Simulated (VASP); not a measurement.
WSe2:

```xyz
3
Lattice="0.0000 3.0925 3.0925 3.0925 0.0000 3.0925 3.0925 3.0925 0.0000" Properties=species:S:1:pos:R:3 pbc="T T T"
W     0.0000    0.0000    0.0000
Se    1.5462    1.5462    1.5462
Se    4.6387    4.6387    4.6387
```

Base run:

- Program: VASP 6.6.1
- Functional: r2SCAN
- Potentials or basis: VASP PAW PBE potentials, release 64 (W_sv, Se)
- Cutoff: 520 eV
- k mesh: 8 × 8 × 8
- Occupations: fermi-dirac, width 0.02 eV
- Spin: no spin polarisation

Its results: band gap on the k mesh zero (band 13 reaches 7.11 eV, above the bottom of band 14 at 6.10 eV); pressure -0.7 GPa.

Task: The run is repeated on the same cell with these changes: functional from r2SCAN to PBE. What comes out?

Result: Band gap on the k mesh zero (band 13 reaches 7.25 eV, above the bottom of band 14 at 6.34 eV); pressure 0.8 GPa.

Caveats: spin-orbit coupling is left out, which moves the levels of the heavy elements; the PAW data sets were made with another functional, which shifts forces and pressure a little (some runs).
